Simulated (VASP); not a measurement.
**TiAl3: single point with PBEsol**

Crystal: TiAl3.

```
Ti Al
1.0
    -1.84081    1.84081    4.57593
     1.84081   -1.84081    4.57593
     1.84081    1.84081   -4.57593
Ti Al
1 3
Cartesian
  0.0000 0.0000 0.0000
  0.0000 0.0000 4.5759
  -0.1090 1.8408 2.2880
  1.9499 0.0000 2.2880
```

This cell differs from its parent crystal: atoms displaced along a vibrational mode, the cell strained.

```json
{"Program": "VASP 6.6.1", "Task": "single point", "Functional": "PBEsol", "Potentials or basis": "VASP PAW PBE potentials, release 64 (Ti_sv, Al)", "Cutoff": "520 eV", "k mesh": "14 × 14 × 14", "Occupations": "gaussian, width 0.15 eV", "Spin": "no spin polarisation"}
```

The pressure is 3.2 GPa, the largest force is 1.720 eV/Å and the band gap on the k mesh is zero (an odd number of electrons rules out a gap without spin polarisation).

Forces in eV/Å, atoms in the order of the input:
```
Ti   0.000  0.000  0.000
Al   0.000  0.000  0.000
Al   1.720  0.000 -0.014
Al  -1.720  0.000  0.014
```

Stress tensor (GPa, compression positive):
```
  9.88   0.00   1.13
  0.00  11.54   0.00
  1.13   0.00 -11.90
```

Levels at points of the mesh, in eV from the Fermi level:
| k point | band 6 | band 7 | band 8 | band 9 | band 10 | band 11 | band 12 | band 13 | band 14 | band 15 |
| --- | --- | --- | --- | --- | --- | --- | --- | --- | --- | --- |
| (0.00, 0.00, 0.00) | -3.74 | -3.38 | -1.32 | -0.92 | -0.83 | 0.96 | 2.20 | 2.32 | 2.34 | 3.08 |
| (0.50, 0.00, 0.00) | -7.03 | -3.81 | -3.38 | -0.80 | -0.66 | 0.75 | 2.06 | 2.57 | 2.60 | 3.19 |
| (0.00, 0.50, 0.00) | -7.03 | -3.65 | -3.38 | -0.90 | -0.56 | 0.66 | 2.06 | 2.58 | 3.04 | 3.14 |
| (0.50, 0.00, 0.50) | -6.69 | -3.95 | -3.34 | -0.75 | -0.72 | 0.77 | 2.02 | 2.06 | 2.62 | 3.23 |
| (0.50, 0.50, 0.00) | -4.83 | -4.24 | -3.80 | -2.49 | -2.47 | -1.20 | 1.96 | 2.11 | 2.20 | 2.51 |
| (0.50, 0.50, 0.50) | -7.76 | -1.69 | -0.46 | -0.42 | -0.31 | 0.77 | 0.81 | 1.03 | 2.79 | 4.62 |

Wall time 41 min on 1 thread of Intel(R) Xeon(R) Platinum 8488C (Sapphire Rapids), on a shared host, peak memory 0.86 GiB.

Caveat: the cell differs from its parent crystal (atoms displaced along a vibrational mode, the cell strained); the stress differs along the axes, from -12 to 12 GPa; the PAW data sets were made with another functional, which shifts forces and pressure a little.
